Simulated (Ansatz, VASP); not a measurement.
Hf4C3: VASP beside Ansatz

```
Hf C
1.0
     4.70536    0.00000    0.00000
    -2.35268    4.07496    0.00000
     0.00000    0.00000    5.93091
Hf C
4 3
Direct
  0.33333 0.66667 0.75421
  0.66667 0.33333 0.75421
  0.66667 0.33333 0.24579
  0.33333 0.66667 0.24579
  0.00000 0.00000 0.27098
  0.00000 0.00000 0.72902
  0.00000 0.00000 0.50000
```

Alike in both runs: functional PBE; k mesh 12 × 12 × 6; occupations gaussian, width 0.1 eV; no spin polarisation.

Ansatz relaxed the structure, and its values are those at the end. VASP's run is a single point on that final structure, the one shown.

|  | VASP | Ansatz |
| --- | --- | --- |
| version | VASP 6.6.1 | Ansatz 0.2.0 |
| potentials or method | VASP PAW PBE potentials, release 64 (Hf_pv, C), cutoff 520 eV | scalar-relativistic, plane waves, PAW |
| valence electrons in the cell | 52 | 116 |

|  | VASP | Ansatz | Ansatz less VASP |
| --- | --- | --- | --- |
| gap on the k mesh at the Fermi level (eV) | none | none | - |
| pressure (GPa) | -0.4 | 0.0 | +0.45 |
| rms of the force components (eV/Å) | 0.016 | 0.000 | -0.0163 |

A gap of «none» marks a metal or a gap that the smearing closes. VASP's potentials hold 52 valence electrons a cell and Ansatz's 116, so a difference there can come from the potentials and not from the codes.

Neither program's run includes spin-orbit coupling.
